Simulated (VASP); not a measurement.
# SrTiO3 (Pm-3m) in VASP: vibrations by perturbation theory with PBEsol

Aim: the vibrations by perturbation theory of SrTiO3 with PBEsol.

Everything below comes from runs of VASP 6.6.1. Logs are shortened: lines on timing, memory, paths and dates and some standing lists are left out, and cuts for length are marked.

### 1 The cell of the first run

Symmetry: Pm-3m, No. 221, cubic system. The conventional cell has a = 3.891 Å, b = 3.891 Å, c = 3.891 Å, α = 90.00°, β = 90.00°, γ = 90.00°. Sr (site symmetry m-3m) has 12 O at 2.75 Å and 8 Ti at 3.37 Å within 3.6 Å. Ti (site symmetry m-3m) has 6 O at 1.95 Å within 2.6 Å. Within 2.6 Å of O (site symmetry 4/mmm) lie 2 Ti at 1.95 Å.

### 2 Vibrations by perturbation theory, PBEsol

Contents of INCAR:

```
SYSTEM = SrTiO3
PREC = Accurate ; ENCUT = 520
EDIFF = 1E-8 ; ISMEAR = 0
SIGMA = 0.01 ; LREAL = .False.
LASPH = .True. ; NELM = 60
ALGO = Normal ; ISIF = 2
LWAVE = .False. ; LCHARG = .False.
GGA = PS ; IBRION = 8
NSW = 1 ; LEPSILON = .True.
```

Contents of KPOINTS:

```
regular mesh
0
Gamma
  6 6 6
  0 0 0
```

Contents of POSCAR:

```
SrTiO3
1.0
    3.8911491678      0.0000000000      0.0000000000
    0.0000000000      3.8911491678      0.0000000000
    0.0000000000      0.0000000000      3.8911491678
Sr Ti O
1 1 3
Direct
    0.5000000000      0.5000000000      0.5000000000
    0.0000000000      0.0000000000      0.0000000000
    0.5000000000      0.0000000000      0.0000000000
    0.0000000000      0.5000000000      0.0000000000
    0.0000000000      0.0000000000      0.5000000000
```

Potentials or basis: VASP PAW PBE potentials, release 64 (Sr_sv, Ti_sv, O).

Command:

```
$ cat potpaw_PBE.64/Sr_sv/POTCAR potpaw_PBE.64/Ti_sv/POTCAR potpaw_PBE.64/O/POTCAR > POTCAR
$ mpirun -np 1 vasp_std > vasp.out
```

OUTCAR:

```text
SYSTEM = SrTiO3
   PREC = Accurate
   ENCUT = 520
   EDIFF = 1E-8
   ISMEAR = 0
   LREAL = .False.
   LASPH = .True.
   NELM = 60
   ISIF = 2
   GGA = PS
   IBRION = 8
   NSW = 1
   LEPSILON = .True.

 ion  position               nearest neighbor table
   1  0.500  0.500  0.500-   3 2.75   4 2.75   5 2.75   3 2.75   4 2.75   3 2.75   5 2.75   3 2.75
                             4 2.75   5 2.75   4 2.75   5 2.75   2 3.37   2 3.37   2 3.37   2 3.37
   2  0.000  0.000  0.000-   3 1.95   4 1.95   5 1.95   5 1.95   4 1.95   3 1.95   1 3.37   1 3.37
                             1 3.37   1 3.37   1 3.37   1 3.37   1 3.37   1 3.37
   3  0.500  0.000  0.000-   2 1.95   2 1.95   1 2.75   1 2.75   1 2.75   1 2.75
   4  0.000  0.500  0.000-   2 1.95   2 1.95   1 2.75   1 2.75   1 2.75   1 2.75
   5  0.000  0.000  0.500-   2 1.95   2 1.95   1 2.75   1 2.75   1 2.75   1 2.75

  LATTYP: Found a simple cubic cell.
 ALAT       =     3.8911491678

  Lattice vectors:

 A1 = (   3.8911491678,   0.0000000000,   0.0000000000)
 A2 = (   0.0000000000,   3.8911491678,   0.0000000000)
 A3 = (   0.0000000000,   0.0000000000,   3.8911491678)

Analysis of symmetry for initial positions (statically):
=====================================================================
 Subroutine PRICEL returns:
 Original cell was already a primitive cell.

 Routine SETGRP: Setting up the symmetry group for a
 simple cubic supercell.

 Subroutine GETGRP returns: Found 48 space group operations
 (whereof 48 operations were pure point group operations)
 out of a pool of 48 trial point group operations.

The static configuration has the point symmetry O_h .

[... 842 lines left out ...]
  x     0.00000     0.00000     0.00000     0.00000     0.00000     0.00000
  y     0.00000     0.00000     0.00000     0.00000     0.00000     0.00000
  z     0.00000     0.00000     0.00000     0.00000     0.00000     0.00000

 SECOND DERIVATIVES (NOT SYMMETRIZED)
 ------------------------------------
               1X          1Y          1Z          2X          2Y          2Z          3X          3Y          3Z          4X          4Y          4Z          5X          5Y          5Z
  1X    -3.683997    0.000000    0.000000    3.019100   -0.000000    0.000000    1.180815    0.000000   -0.000000   -0.257959   -0.000000    0.000000   -0.257959   -0.000000   -0.000000
  1Y     0.000000   -3.683997    0.000000   -0.000000    3.019100    0.000000   -0.000000   -0.257959    0.000000   -0.000000    1.180815    0.000000   -0.000000   -0.257959   -0.000000
  1Z     0.000000    0.000000   -3.683997    0.000000   -0.000000    3.019100    0.000000    0.000000   -0.257959    0.000000   -0.000000   -0.257959    0.000000   -0.000000    1.180815
  2X     2.999897   -0.000000    0.000000   -2.173779   -0.000000    0.000000   -0.130127    0.000000   -0.000000   -0.347996   -0.000000    0.000000   -0.347996   -0.000000    0.000000
  2Y    -0.000000    2.999897   -0.000000   -0.000000   -2.173779   -0.000000    0.000000   -0.347996   -0.000000    0.000000   -0.130127    0.000000   -0.000000   -0.347996    0.000000
  2Z     0.000000    0.000000    2.999897   -0.000000   -0.000000   -2.173779   -0.000000   -0.000000   -0.347996   -0.000000   -0.000000   -0.347996    0.000000    0.000000   -0.130127
  3X     1.187308    0.000000   -0.000000   -0.173828   -0.000000    0.000000  -12.023412   -0.000000   -0.000000    5.504966   -0.000000    0.000000    5.504966    0.000000    0.000000
  3Y     0.000000   -0.252547    0.000000    0.000000   -0.373461    0.000000    0.000000   -3.974285    0.000000    0.000000    5.504761    0.000000    0.000000   -0.904467    0.000000
  3Z     0.000000    0.000000   -0.252547    0.000000    0.000000   -0.373461    0.000000    0.000000   -3.974285    0.000000    0.000000   -0.904467    0.000000    0.000000    5.504761
  4X    -0.252547    0.000000    0.000000   -0.373461    0.000000    0.000000    5.504761    0.000000    0.000000   -3.974285    0.000000    0.000000   -0.904467    0.000000    0.000000
  4Y     0.000000    1.187308    0.000000   -0.000000   -0.173828   -0.000000   -0.000000    5.504966    0.000000   -0.000000  -12.023412   -0.000000    0.000000    5.504966    0.000000
  4Z     0.000000    0.000000   -0.252547    0.000000    0.000000   -0.373461    0.000000    0.000000   -0.904467    0.000000    0.000000   -3.974285    0.000000    0.000000    5.504761
  5X    -0.252547    0.000000    0.000000   -0.373461    0.000000    0.000000    5.504761    0.000000    0.000000   -0.904467    0.000000    0.000000   -3.974285    0.000000    0.000000
  5Y     0.000000   -0.252547    0.000000    0.000000   -0.373461    0.000000    0.000000   -0.904467    0.000000    0.000000    5.504761    0.000000    0.000000   -3.974285    0.000000
  5Z    -0.000000   -0.000000    1.187308    0.000000    0.000000   -0.173828    0.000000    0.000000    5.504966    0.000000    0.000000    5.504966    0.000000    0.000000  -12.023412

 Eigenvectors and eigenvalues of the dynamical matrix
 ----------------------------------------------------

   1 f  =   16.129937 THz   101.347381 2PiTHz  538.036771 cm-1    66.708028 meV
             X         Y         Z           dx          dy          dz
      1.945575  1.945575  1.945575    -0.030937   -0.000075    0.000000
      0.000000  0.000000  0.000000    -0.003812   -0.000009    0.000000
      1.945575  0.000000  0.000000     0.841434   -0.000920    0.000000
      0.000000  1.945575  0.000000    -0.381452    0.002029   -0.000000
      0.000000  0.000000  1.945575    -0.381452   -0.000920   -0.000000
[... 105 lines left out ...]
  15 f/i=    1.877004 THz    11.793564 2PiTHz   62.610113 cm-1     7.762661 meV
             X         Y         Z           dx          dy          dz
      1.945575  1.945575  1.945575     0.026955    0.204606   -0.129455
      0.000000  0.000000  0.000000     0.050312    0.381899   -0.241629
      1.945575  0.000000  0.000000    -0.050291   -0.431245    0.272850
      0.000000  1.945575  0.000000    -0.056813   -0.381744    0.272850
      0.000000  0.000000  1.945575    -0.056813   -0.431245    0.241531

--------------------------------------------------------------------------------------------------------

 MACROSCOPIC STATIC DIELECTRIC TENSOR IONIC CONTRIBUTION
 ------------------------------------------------------
           5.034581    -0.000000    -0.000000
          -0.000000     5.034581    -0.000000
          -0.000000    -0.000000     5.034581
 ------------------------------------------------------

 ELASTIC MODULI CONTR FROM IONIC RELAXATION (kBar)
 Direction    XX          YY          ZZ          XY          YZ          ZX
 --------------------------------------------------------------------------------
 XX           0.0000      0.0000      0.0000      0.0000      0.0000      0.0000
 YY           0.0000      0.0000      0.0000      0.0000      0.0000      0.0000
 ZZ           0.0000      0.0000      0.0000      0.0000      0.0000      0.0000
 XY           0.0000      0.0000      0.0000      0.0000      0.0000      0.0000
 YZ           0.0000      0.0000      0.0000      0.0000      0.0000      0.0000
 ZX           0.0000      0.0000      0.0000      0.0000      0.0000      0.0000
 --------------------------------------------------------------------------------

 PIEZOELECTRIC TENSOR IONIC CONTR  for field in x, y, z        (C/m^2)
          XX          YY          ZZ          XY          YZ          ZX
  --------------------------------------------------------------------------------
  x     0.00000     0.00000     0.00000     0.00000     0.00000     0.00000
  y     0.00000     0.00000     0.00000     0.00000     0.00000     0.00000
  z     0.00000     0.00000     0.00000     0.00000     0.00000     0.00000
```

Wall time 15 min (1 thread of Intel Xeon 6975P-C (Granite Rapids), shared host); peak memory 0.42 GiB.

Results:

```
Electronic dielectric tensor (diagonal)                 : 6.42
Born charges (mean of the diagonal)                     : Sr +2.56; Ti +7.40; O -3.32 e
Highest phonon frequency at Γ, LO-TO splitting left out : 538 cm⁻¹
Most unstable mode                                      : 63i cm⁻¹
```

Phonon frequencies in cm⁻¹ (negative: imaginary):
```
              q point                                            frequencies
(0.000, 0.000, 0.000)  -63 -63 -63 2 2 2 160 160 160 228 228 228 538 538 538
```

Electronic dielectric tensor:
```
6.42 0.00 0.00
0.00 6.42 0.00
0.00 0.00 6.42
```

Born effective charge tensors (e):
atom 1, Sr
```
2.56 0.00 0.00
0.00 2.56 0.00
0.00 0.00 2.56
```
atom 2, Ti
```
7.40 0.00 0.00
0.00 7.40 0.00
0.00 0.00 7.40
```
atom 3, O
```
-5.86  0.00  0.00
 0.00 -2.05  0.00
 0.00  0.00 -2.05
```
atom 4, O
```
-2.05  0.00  0.00
 0.00 -5.86  0.00
 0.00  0.00 -2.05
```
atom 5, O
```
-2.05  0.00  0.00
 0.00 -2.05  0.00
 0.00  0.00 -5.86
```

Caveat: some modes are imaginary.
